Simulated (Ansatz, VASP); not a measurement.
## Two plane-wave programs on K

The input INCAR:

```
SYSTEM = K
PREC     = Accurate       ! precision mode
ENCUT    = 520            ! plane-wave cutoff, eV
EDIFF    = 1E-6           ! SCF threshold, eV
ISMEAR   = 0              ! smearing method
SIGMA    = 0.15           ! smearing width, eV
LREAL    = .False.        ! projectors in reciprocal space
LASPH    = .True.         ! aspherical terms in the spheres
NELM     = 100            ! most SCF steps
ALGO     = Normal         ! electronic algorithm
ISIF     = 2              ! what is computed and relaxed
LWAVE    = .False.        ! write WAVECAR
LCHARG   = .False.        ! write CHGCAR
NBANDS   = 10             ! bands
```

File KPOINTS:

```
Automatic mesh
0
Gamma
  6 6 12
  0 0 0
```

Contents of POSCAR:

```
K
1.0
   10.8355760092      0.0000000000      0.0000000000
    0.0000000000     10.8355760092      0.0000000000
    0.0000000000      0.0000000000      4.3245983300
K
1
Direct
    0.0000000000      0.0000000000      0.0000000000
```

Input for Ansatz:

```yaml
crystal:
  lattice:
    - [10.8355760092, 0.0, 0.0]
    - [0.0, 10.8355760092, 0.0]
    - [0.0, 0.0, 4.32459833]
  atoms:
    - { symbol: K, position: [0.0, 0.0, 0.0] }
basis:
  ecutwfc: 420
kpoints:
  mp_grid: { grid: [6, 6, 12] }
hamiltonian:
  xc: lda
scf:
  occupations: { method: gaussian, width: 0.15 }
output:
  forces: true
  stress: true
  eigenvalues: true
```

Change from the starting cell: strain +0.0750 x Voigt [1, 1, 0, 0, 0, 0], atoms carried along.

Alike in both runs: task single point; functional LDA; k mesh 6 × 6 × 12; occupations gaussian, width 0.15 eV; no spin polarisation.

|  | VASP | Ansatz |
| --- | --- | --- |
| version | VASP 6.6.1 | Ansatz 0.2.0 |
| potentials or method | VASP PAW LDA potentials, release 64 (K_sv), cutoff 520 eV | scalar-relativistic, plane waves, PAW |
| valence electrons in the cell | 9 | 9 |

```tsv
	VASP	Ansatz	Ansatz less VASP
gap on the k mesh at the Fermi level (eV)	none	none	-
pressure (GPa)	0.0	0.0	0.00
traceless stress, the component that is largest in VASP (GPa)	-0.08	-0.08	0.000
```

LDA's correlation is that of Perdew and Zunger in VASP and of Perdew and Wang (1992) in Ansatz. A gap of «none» marks a metal or a gap that the smearing closes.
